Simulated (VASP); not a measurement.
Set up this calculation in VASP 6.6.1, as the native input.

| Quantity | Value |
| --- | --- |
| Task | relaxation of cell and atoms |
| Functional | PBEsol |
| Potentials or basis | VASP PAW PBE potentials, release 64 (Al) |
| Cutoff | 600 eV |
| k mesh | 9 × 9 × 9 |
| Occupations | methfessel-paxton, width 0.05 eV |
| Spin | no spin polarisation |
| Dipole correction | no |
| Further INCAR settings | ALGO = Normal; EDIFF = 1e-06; IBRION = 2; EDIFFG = -0.01; NSW = 80; ISIF = 3 |

The structure of Al lies in POSCAR:

```
Al
1.0
    2.7560720000      0.0000000000      0.0000000000
   -0.9186906379      2.5984496110      0.0000000000
   -0.9186906379     -1.2992247445      2.2503234088
Al
1
Direct
    0.0000000000      0.0000000000      0.0000000000
```

The input as run:

INCAR

```
ALGO = Normal
EDIFF = 1E-6
EDIFFG = -0.01
ENCUT = 600
GGA = PS
IBRION = 2
ISIF = 3
ISMEAR = 1
LASPH = True
LCHARG = False
LREAL = False
LWAVE = False
NELM = 60
NSW = 80
PREC = Accurate
SIGMA = 0.05
```

KPOINTS

```
k-points
0
Gamma
  9 9 9
```

Potentials or basis: VASP PAW PBE potentials, release 64 (Al).

Command:

```console
$ cat potpaw_PBE.64/Al/POTCAR > POTCAR
$ mpirun -np 1 vasp_std > vasp.out
```

Results of the run:

* Relaxed volume: 16.61 Å³/atom
* Relaxed cell: a = 2.784 Å, b = 2.784 Å, c = 2.784 Å, α = 109.47°, β = 109.47°, γ = 109.47°
* Space group after relaxing (to 0.05 Å): Im-3m (No. 229)
* Energy gained by relaxing: 3.8 meV/atom
* Ionic steps: 3
* Pressure after relaxing: 0.0 GPa

Caveat: the PAW data sets were made with another functional, which shifts forces and pressure a little.

It took 5.3 s on 1 thread of Intel Xeon 6975P-C (shared host), peak memory 0.13 GiB.
